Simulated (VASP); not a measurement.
Here is a VASP 6.6.1 calculation.

File INCAR:

```
SYSTEM = Ag
ALGO = Normal ; EDIFF = 1E-6
ENCUT = 520 ; GGA = PE
ISIF = 2 ; ISMEAR = -1
LASPH = .True. ; LCHARG = .False.
LREAL = .False. ; LWAVE = .False.
NBANDS = 12 ; NELM = 80
PREC = Accurate ; SIGMA = 0.06122561905347299
```

Contents of KPOINTS:

```
k-points
0
Gamma
  23 23 23
  0 0 0
```

File POSCAR:

```
Ag
1.0
   -1.6833461747      1.6833461747      1.6833461747
    1.6833461747     -1.6833461747      1.6833461747
    1.6833461747      1.6833461747     -1.6833461747
Ag
1
Direct
    0.0000000000      0.0000000000      0.0000000000
```

Potentials or basis: VASP PAW PBE potentials, release 64 (Ag).

Command:

```sh
$ cat potpaw_PBE.64/Ag/POTCAR > POTCAR
$ mpirun -np 1 vasp_std > vasp.out
```

Question: Estimate the band gap on the k mesh.

Answer: Zero (an odd number of electrons rules out a gap without spin polarisation).

Question: Predict the pressure.

Answer: -4.6 GPa.

Caveat: the cell stands under tension.
